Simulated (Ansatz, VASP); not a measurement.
## One calculation of ZrBAs, two programs

Contents of INCAR:

```
SYSTEM = ZrBAs
PREC = Accurate
ENCUT = 520
EDIFF = 1E-6
ISMEAR = -1
SIGMA = 0.1
LREAL = .False.
LASPH = .True.
NELM = 100
ALGO = Normal
ISIF = 2
LWAVE = .False.
LCHARG = .True.
GGA = PS
LELF = .True.
LVHAR = .True.
NBANDS = 29
```

The input KPOINTS:

```
regular mesh
0
Gamma
  10 10 5
  0 0 0
```

Contents of POSCAR:

```
ZrBAs
1.0
    3.2512770000      0.0000000000      0.0000000000
    0.0000000000      3.2512770000      0.0000000000
    0.0000000000      0.0000000000      7.3571920000
As B Zr
2 2 2
Direct
    0.2500000000      0.2500000000      0.6117000000
    0.7500000000      0.7500000000      0.3883000000
    0.7500000000      0.2500000000      0.0000000000
    0.2500000000      0.7500000000      0.0000000000
    0.2500000000      0.2500000000      0.2558000000
    0.7500000000      0.7500000000      0.7442000000
```

Input for Ansatz:

```yaml
crystal:
  lattice:
    - [3.251277, 0.0, 0.0]
    - [0.0, 3.251277, 0.0]
    - [0.0, 0.0, 7.357192]
  atoms:
    - { symbol: As, position: [0.25, 0.25, 0.6117] }
    - { symbol: As, position: [0.75, 0.75, 0.3883] }
    - { symbol: B, position: [0.75, 0.25, 0.0] }
    - { symbol: B, position: [0.25, 0.75, 0.0] }
    - { symbol: Zr, position: [0.25, 0.25, 0.2558] }
    - { symbol: Zr, position: [0.75, 0.75, 0.7442] }
  symmetry: { tolerance: 0.0003 }
kpoints:
  mp_grid: { grid: [10, 10, 5], shift: [0, 0, 0] }
  band_path:
    path:
      - [0.0, 0.0, 0.0]
      - [0.0, 0.5, 0.0]
      - [0.5, 0.5, 0.0]
      - [0.0, 0.0, 0.0]
      - [0.0, 0.0, 0.5]
      - [0.0, 0.5, 0.5]
      - [0.5, 0.5, 0.5]
      - [0.0, 0.0, 0.5]
      - [0.0, 0.5, 0.0]
      - [0.0, 0.5, 0.5]
      - [0.5, 0.5, 0.0]
    npoints: 6
magnetization:
  spin_polarized: false
scf:
  occupations: { method: fermi_dirac }
  lower_state_search: "off"
  max_iter: 200
hamiltonian:
  pseudopotentials: { kind: paw }
  xc: pbesol
basis:
  ecutwfc: 420
  fft_grid_basis: typed
output:
  forces: true
  stress: true
  eigenvalues: true
  bader: true
  populations: true
  elf: true
  write_potential: true
  volumetric_format: npy
  dos:
    e_range: [-12, 8]
    de: 0.05
    projected: { site_lists: { As: [As], B: [B], Zr: [Zr] } }
checkpoint:
  read: saved_state
```

Alike in both runs: task single point; functional PBEsol; k mesh 10 × 10 × 5; no spin polarisation.

```csv
,VASP,Ansatz
version,VASP 6.6.1,Ansatz 0.2.0
potentials or method,"VASP PAW PBE potentials, release 64 (As, B, Zr_sv), cutoff 520 eV",PAW plane waves
occupations,"fermi-dirac, width 0.1 eV",fermi-dirac
valence electrons in the cell,40,60
```

Ansatz gave:

* rms of the force components (eV/Å): 1.025

Which values does VASP return?

rms of the force components (eV/Å): 1.048.

VASP's potentials were made for PBE, not for PBEsol. Atom by atom the forces differ by 0.023 eV/Å (rms over components). VASP's potentials hold 40 valence electrons a cell and Ansatz's 60, so a difference there can come from the potentials and not from the codes.
